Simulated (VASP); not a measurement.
A run of VASP 6.6.1 is set up as follows.

The input POSCAR:

```
CaO
1.0
    0.0000000000      2.3976771407      2.3976771407
    2.3976771407      0.0000000000      2.3976771407
    2.3976771407      2.3976771407      0.0000000000
Ca O
1 1
Direct
    0.0000000000      0.0000000000      0.0000000000
    0.5000000000      0.5000000000      0.5000000000
```

Contents of INCAR.step1:

```
SYSTEM = CaO
PREC     = Accurate       ! precision mode
ENCUT    = 660            ! plane-wave cutoff, eV
ISMEAR   = 0              ! smearing method
SIGMA    = 0.02           ! smearing width, eV
LREAL    = .FALSE.        ! projectors in reciprocal space
LASPH    = .TRUE.         ! aspherical terms in the spheres
NELM     = 120            ! most SCF steps
NBANDS   = 15             ! bands
GGA      = PE             ! functional
ALGO     = Normal         ! electronic algorithm
EDIFF    = 1E-5           ! SCF threshold, eV
LWAVE    = .TRUE.         ! write WAVECAR
LCHARG   = .FALSE.        ! write CHGCAR
GGA_COMPAT= .FALSE.
```

The input INCAR.step2:

```
SYSTEM = CaO
PREC     = Accurate       ! precision mode
ENCUT    = 660            ! plane-wave cutoff, eV
EDIFF    = 1E-6           ! SCF threshold, eV
ISMEAR   = 0              ! smearing method
SIGMA    = 0.02           ! smearing width, eV
LREAL    = .FALSE.        ! projectors in reciprocal space
LASPH    = .TRUE.         ! aspherical terms in the spheres
NELM     = 120            ! most SCF steps
ALGO     = Normal         ! electronic algorithm
ISIF     = 2              ! what is computed and relaxed
LWAVE    = .FALSE.        ! write WAVECAR
LCHARG   = .TRUE.         ! write CHGCAR
METAGGA  = R2SCAN         ! meta-GGA
LMIXTAU  = .TRUE.       
LELF     = .TRUE.         ! ELF
LVHAR    = .TRUE.       
NBANDS   = 15             ! bands
ISTART   = 1            
GGA_COMPAT= .FALSE.
```

File KPOINTS:

```
regular mesh
0
G
  8 8 8
  0 0 0
```

Potentials or basis: VASP PAW PBE potentials, release 64 (Ca_sv, O).

The run is started by

```console
$ cat potpaw_PBE.64/Ca_sv/POTCAR potpaw_PBE.64/O/POTCAR > POTCAR
$ cp INCAR.step1 INCAR
$ mpirun -np 1 vasp_std > vasp.out
$ cp INCAR.step2 INCAR
$ mpirun -np 1 vasp_std > vasp.out
```

Question: Predict the pressure.

Answer: 0.9 GPa.

Question: Estimate the band gap on the k mesh.

Answer: 4.19 eV, indirect (least direct gap 4.56 eV).

Caveat: the PAW data sets were made with another functional, which shifts forces and pressure a little. r2SCAN opens gaps a little over a GGA but as a rule still falls short of measured ones.
